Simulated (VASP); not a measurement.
A run of VASP 6.6.1:

File INCAR:

```
PREC     = Accurate       # precision mode
ENCUT    = 400            # plane-wave cutoff, eV
EDIFF    = 1E-6           # SCF threshold, eV
ISMEAR   = 0              # smearing method
SIGMA    = 0.01           # smearing width, eV
LREAL    = False          # projectors in reciprocal space
LASPH    = True           # aspherical terms in the spheres
NELM     = 120            # most SCF steps
ALGO     = Normal         # electronic algorithm
ISIF     = 2              # what is computed and relaxed
LWAVE    = False          # write WAVECAR
LCHARG   = False          # write CHGCAR
LDIPOL   = True         
IDIPOL   = 3            
DIPOL    = 0.5 0.5 0.500
GGA      = PE             # functional
IVDW     = 12             # dispersion correction
NBANDS   = 18             # bands
GGA_COMPAT= False        
NELMDL   = -8
```

The input KPOINTS:

```
regular mesh
0
Gamma
  9 9 1
```

Contents of POSCAR:

```
PtSe2
1.0
    3.7069017943      0.0000000000      0.0000000000
   -1.8534508971      3.2102711232      0.0000000000
    0.0000000000      0.0000000000     31.1215005226
Se Pt
2 1
Direct
    0.6666666667      0.3333333333      0.4574342089
    0.3333333333      0.6666666667      0.5425657911
    0.0000000000      0.0000000000      0.5000000000
```

Potentials or basis: VASP PAW PBE potentials, release 64 (Se, Pt).

The run is started by

```bash
$ cat potpaw_PBE.64/Se/POTCAR potpaw_PBE.64/Pt/POTCAR > POTCAR
$ mpirun -np 1 vasp_std > vasp.out
```

Hardware: 1 thread of Intel(R) Xeon(R) 6975P-C (Granite Rapids) (shared host).

Q: Estimate the wall time of this run.

A: Wall time 58 s on 1 thread of Intel(R) Xeon(R) 6975P-C (Granite Rapids), with other jobs on the host, peak memory 0.33 GiB. Counts: scf iterations 27, k points 12.
